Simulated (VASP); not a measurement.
# SnSe (F-43m) in VASP: further runs

The runs below take SnSe through single point, with PBE.

All numbers are computed with VASP 6.6.1; they aren't measurements. Logs are shortened: lines on timing, memory, paths and dates and some standing lists are left out, and cuts for length are marked.

## Step 1: The cell of the first run

Symmetry: F-43m, No. 216, cubic system. Conventional cell: a = 6.643 Å, b = 6.643 Å, c = 6.643 Å, α = 90.00°, β = 90.00°, γ = 90.00°. Within 3.8 Å of Sn (site symmetry -43m) lie 4 Se at 2.88 Å. Within 3.8 Å of Se (site symmetry -43m) lie 4 Sn at 2.88 Å.

## Step 2: Single point, PBE

The input, INCAR:

```
PREC = Accurate
ENCUT = 520
EDIFF = 1E-6
ISMEAR = -1
SIGMA = 0.05
LREAL = F
LASPH = T
NELM = 100
ALGO = Normal
ISIF = 2
LWAVE = F
LCHARG = T
GGA = PE
LELF = T
LVHAR = T
NBANDS = 17
```

The input, KPOINTS:

```
regular mesh
0
Gamma
  7 7 7
```

The input, POSCAR:

```
SnSe
1.0
    0.0000000000      3.3216197609      3.3216197609
    3.3216197609      0.0000000000      3.3216197609
    3.3216197609      3.3216197609      0.0000000000
Sn Se
1 1
Direct
    0.0000000000      0.0000000000      0.0000000000
    0.7500000000      0.7500000000      0.7500000000
```

Potentials or basis: VASP PAW PBE potentials, release 64 (Sn_d, Se).

Launch:

```bash
> cat potpaw_PBE.64/Sn_d/POTCAR potpaw_PBE.64/Se/POTCAR > POTCAR
> mpirun -np 1 vasp_std > vasp.out
```

OUTCAR:

```text
PREC = Accurate
   ENCUT = 520
   EDIFF = 1E-6
   ISMEAR = -1
   LREAL = F
   LASPH = T
   NELM = 100
   ISIF = 2
   GGA = PE

 ion  position               nearest neighbor table
   1  0.000  0.000  0.000-   2 2.88   2 2.88   2 2.88   2 2.88
   2  0.750  0.750  0.750-   1 2.88   1 2.88   1 2.88   1 2.88

  LATTYP: Found a face centered cubic cell.
 ALAT       =     6.6432395218

  Lattice vectors:

 A1 = (   0.0000000000,   3.3216197609,   3.3216197609)
 A2 = (   3.3216197609,   0.0000000000,   3.3216197609)
 A3 = (   3.3216197609,   3.3216197609,   0.0000000000)

Analysis of symmetry for initial positions (statically):
=====================================================================
 Subroutine PRICEL returns:
 Original cell was already a primitive cell.

 Routine SETGRP: Setting up the symmetry group for a
 face centered cubic supercell.

 Subroutine GETGRP returns: Found 24 space group operations
 (whereof 24 operations were pure point group operations)
 out of a pool of 48 trial point group operations.

The static configuration has the point symmetry T_d .

Analysis of symmetry for dynamics (positions and initial velocities):
=====================================================================
 Subroutine PRICEL returns:
 Original cell was already a primitive cell.

 Routine SETGRP: Setting up the symmetry group for a
 face centered cubic supercell.

 Subroutine GETGRP returns: Found 24 space group operations
 (whereof 24 operations were pure point group operations)
 out of a pool of 48 trial point group operations.

The dynamic configuration has the point symmetry T_d .

 Subroutine INISYM returns: Found 24 space group operations
 (whereof 24 operations are pure point group operations),
 and found     1 'primitive' translations

----------------------------------------------------------------------------------------

                                     Primitive cell

  volume of cell :      73.2959

  direct lattice vectors                    reciprocal lattice vectors
     0.000000000  3.321619761  3.321619761    -0.150528970  0.150528970  0.150528970
     3.321619761  0.000000000  3.321619761     0.150528970 -0.150528970  0.150528970
     3.321619761  3.321619761  0.000000000     0.150528970  0.150528970 -0.150528970

  length of vectors
     4.697479715  4.697479715  4.697479715     0.260723823  0.260723823  0.260723823

  position of ions in fractional coordinates (direct lattice)
     0.000000000  0.000000000  0.000000000
     0.750000000  0.750000000  0.750000000

  ion indices of the primitive-cell ions
   primitive index   ion index
                 1           1
                 2           2

----------------------------------------------------------------------------------------

 KPOINTS: regular mesh

Automatic generation of k-mesh.
 Grid dimensions read from file:
 generate k-points for:    7    7    7

 Generating k-lattice:

  Cartesian coordinates                     Fractional coordinates (reciprocal lattice)
    -0.021504139  0.021504139  0.021504139     0.142857143  0.000000000  0.000000000
     0.021504139 -0.021504139  0.021504139     0.000000000  0.142857143  0.000000000
     0.021504139  0.021504139 -0.021504139     0.000000000  0.000000000  0.142857143

  Length of vectors
     0.037246260  0.037246260  0.037246260

  Shift w.r.t. Gamma in fractional coordinates (k-lattice)
     0.000000000  0.000000000  0.000000000

 Subroutine IBZKPT returns following result:
 ===========================================

 Found     20 irreducible k-points:

 Following reciprocal coordinates:
            Coordinates               Weight
  0.000000  0.000000  0.000000      1.000000
  0.142857  0.000000  0.000000      8.000000
  0.285714  0.000000  0.000000      8.000000
  0.428571  0.000000  0.000000      8.000000
  0.142857  0.142857  0.000000      6.000000
  0.285714  0.142857  0.000000     24.000000
[... 12 lines left out ...]
 -0.428571  0.428571  0.142857     24.000000
 -0.285714  0.428571  0.142857     24.000000
   k-points           NKPTS =     20   k-points in BZ     NKDIM =     20   number of bands    NBANDS=     17
   number of dos      NEDOS =    301   number of ions     NIONS =      2
   total plane-waves  NPLWV =  46656
   dimension x,y,z NGX =    36 NGY =   36 NGZ =   36
   dimension x,y,z NGXF=    72 NGYF=   72 NGZF=   72
   ions per type =               1   1
   NGX,Y,Z   is equivalent  to a cutoff of  12.74, 12.74, 12.74 a.u.
   NGXF,Y,Z  is equivalent  to a cutoff of  25.48, 25.48, 25.48 a.u.
 SYSTEM =  unknown system
   PREC   = accura    normal or accurate (medium, high low for compatibility)
   ISTART =      0    job   : 0-new  1-cont  2-samecut
   ICHARG =      2    charge: 1-file 2-atom 10-const
   ISPIN  =      1    spin polarized calculation?
   LNONCOLLINEAR =      F non collinear calculations
   LSORBIT =      F    spin-orbit coupling
   LASPH  =      T    aspherical Exc in radial PAW
   ENCUT  =  520.0 eV  38.22 Ry    6.18 a.u.   8.73  8.73  8.73*2*pi/ulx,y,z
   NELM   =    100;   NELMIN=  2; NELMDL= -5     # of ELM steps
   EDIFF  = 0.1E-05   stopping-criterion for ELM
   LREAL  =      F    real-space projection
   EDIFFG = 0.1E-04   stopping-criterion for IOM
   NSW    =      0    number of steps for IOM
   IBRION =     -1    ionic relax: 0-MD 1-quasi-New 2-CG
   NFREE  =      0    steps in history (QN), initial steepest desc. (CG)
   ISIF   =      2    stress and relaxation
   ISYM   =      2    0-nonsym 1-usesym 2-fastsym
   POTIM  = 0.5000    time-step for ionic-motion
   TEBEG  =    0.0;   TEEND  =   0.0 temperature during run
   PSTRESS=    0.0 pullay stress
   NELECT =      20.0000    total number of electrons
   NUPDOWN=      -1.0000    fix difference up-down
   EMIN   =  10.00;   EMAX   =-10.00  energy-range for DOS
   EFERMI =   0.00;   METHOD = LEGACY
   ISMEAR =    -1;   SIGMA  =   0.05  broadening in eV -4-tet -1-fermi 0-gaus
   EFERMI_NEDOS =   21; number of points for ismear=-14 and -15
   IALGO  =     38    algorithm
   IMIX   =      4    mixing-type and parameters
     AMIX     =   0.40;   BMIX     =  1.00
     AMIX_MAG =   1.60;   BMIX_MAG =  1.00
  volume/ion in A,a.u.               =      36.65       247.31
  Fermi-wavevector in a.u.,A,eV,Ry     =   1.061838  2.006583 15.340567  1.127500
  Thomas-Fermi vector in A             =   2.197268
   LORBIT       =      0    0 simple, 1 ext, 2 COOP (PROOUT), +10 PAW based schemes
   GGA     = PE    functional components
   LHFCALC =     F    Hartree Fock is set to
   AEXX    =    0.0000 exact exchange contribution
   IVDW    =     0    specifies the selected vdW correction
   LEPSILON=     F    determine dielectric tensor
   LRPA    =     F    only Hartree local field effects (RPA)
 non-spin polarized calculation
  energy-cutoff  :      520.00
  volume of cell :       73.30
 maximum number of plane-waves:      1992
   NGX = 17   NGY = 17   NGZ = 17

 number of electron      20.0000000 magnetization

 Free energy of the ion-electron system (eV)
  ---------------------------------------------------
  ext. energy  EPLUGINS =         0.00000000
  ---------------------------------------------------
  free energy    TOTEN  =        -7.72648104 eV

  energy without entropy =       -7.72262538  energy(sigma->0) =       -7.72455321

 E-fermi :   3.2934     XC(G=0):  -7.9987

 val. band max:        3.1818182253   @ k =  -0.2857   0.4286   0.1429
 cond. band min:       3.3081313451   @ k =   0.4286   0.4286   0.0000
 fundamental gap:      0.1263131198
 Fermi energy:         3.2933521795

 k-point     1 :       0.0000    0.0000    0.0000
  band No.  band energies     occupation
      1     -18.4507      2.00000
      2     -18.4507      2.00000
      3     -18.4507      2.00000
      4     -18.4347      2.00000
      5     -18.4347      2.00000
      6     -10.1619      2.00000
[... 9 lines left out ...]
     16      10.7740      0.00000
     17      11.9566      0.00000

 k-point     2 :       0.1429    0.0000    0.0000
  band No.  band energies     occupation
      1     -18.4515      2.00000
      2     -18.4500      2.00000
      3     -18.4500      2.00000
      4     -18.4346      2.00000
      5     -18.4346      2.00000
      6     -10.0778      2.00000
[... 9 lines left out ...]
     16      10.1950      0.00000
     17      11.4372      0.00000

 k-point     3 :       0.2857    0.0000    0.0000
  band No.  band energies     occupation
      1     -18.4534      2.00000
      2     -18.4485      2.00000
      3     -18.4485      2.00000
      4     -18.4343      2.00000
      5     -18.4343      2.00000
      6      -9.8711      2.00000
[... 9 lines left out ...]
     16      10.0940      0.00000
     17      11.7620      0.00000

 k-point     4 :       0.4286    0.0000    0.0000
  band No.  band energies     occupation
      1     -18.4549      2.00000
      2     -18.4475      2.00000
      3     -18.4475      2.00000
      4     -18.4339      2.00000
      5     -18.4339      2.00000
      6      -9.6828      2.00000
[... 9 lines left out ...]
     16      10.9063      0.00000
     17      11.2131      0.00000
[... 263 lines left out ...]
      1     -18.4566      2.00000
      2     -18.4467      2.00000
      3     -18.4449      2.00000
      4     -18.4351      2.00000
      5     -18.4335      2.00000
      6      -9.5642      2.00000
[... 9 lines left out ...]
     16      11.5999      0.00000
     17      12.4347      0.00000

 k-point    19 :      -0.4286    0.4286    0.1429
  band No.  band energies     occupation
      1     -18.4589      2.00000
      2     -18.4451      2.00000
      3     -18.4434      2.00000
      4     -18.4362      2.00000
      5     -18.4328      2.00000
      6      -9.4995      2.00000
[... 9 lines left out ...]
     16      12.1982      0.00000
     17      12.8699      0.00000

 k-point    20 :      -0.2857    0.4286    0.1429
  band No.  band energies     occupation
      1     -18.4577      2.00000
      2     -18.4462      2.00000
      3     -18.4434      2.00000
      4     -18.4356      2.00000
      5     -18.4333      2.00000
      6      -9.4801      2.00000
[... 9 lines left out ...]
     16      11.7031      0.00000
     17      13.1514      0.00000

------------------------ aborting loop because EDIFF is reached ----------------------------------------

  FORCE on cell =-STRESS in cart. coord.  units (eV):
  Direction    XX          YY          ZZ          XY          YZ          ZX
  --------------------------------------------------------------------------------------
  -------------------------------------------------------------------------------------
  Total        0.9409839      0.9409839      0.9409839      0.0000000      0.0000000     -0.0000000
  in kB       20.5689925     20.5689925     20.5689925      0.0000000      0.0000000     -0.0000000
  external PRESSURE =      20.5689925 kB  Pullay stress =       0.0000000 kB

 VOLUME and BASIS-vectors are now :
 -----------------------------------------------------------------------------
  energy-cutoff  :      520.00
  volume of cell :       73.30
      direct lattice vectors                 reciprocal lattice vectors
     0.000000000  3.321619761  3.321619761    -0.150528970  0.150528970  0.150528970
     3.321619761  0.000000000  3.321619761     0.150528970 -0.150528970  0.150528970
     3.321619761  3.321619761  0.000000000     0.150528970  0.150528970 -0.150528970

 POSITION                                       TOTAL-FORCE (eV/Angst)
 -----------------------------------------------------------------------------------
      0.00000      0.00000      0.00000        -0.000000     -0.000000     -0.000000
      4.98243      4.98243      4.98243         0.000000      0.000000      0.000000
 -----------------------------------------------------------------------------------
    total drift:                                0.000000      0.000000      0.000000

  FREE ENERGIE OF THE ION-ELECTRON SYSTEM (eV)
  ---------------------------------------------------
  free  energy   TOTEN  =        -7.7264810430 eV

  energy  without entropy=       -7.7226253791  energy(sigma->0) =       -7.72455321
```

Run time: 28 s. Hardware: 1 thread of AMD EPYC 7R43 (Zen 3), shared host; peak memory 0.17 GiB.

What came out:

```yaml
Free_energy: -7.7265 eV
Pressure: 2.1 GPa
Band_gap_on_the_k_mesh: 0.13 eV, indirect (least direct gap 0.62 eV)
```

Levels at points of the mesh, in eV from the valence-band top:
```
           k point  band 7  band 8  band 9  band 10  band 11  band 12  band 13  band 14
(0.00, 0.00, 0.00)   -5.09   -2.26   -2.26    -2.26     1.61     1.61     1.61     5.00
```

Caveat: spin-orbit coupling is left out, which moves the levels of the heavy elements. A k mesh can miss the band edges.

(Continued in part 2 of 2.)
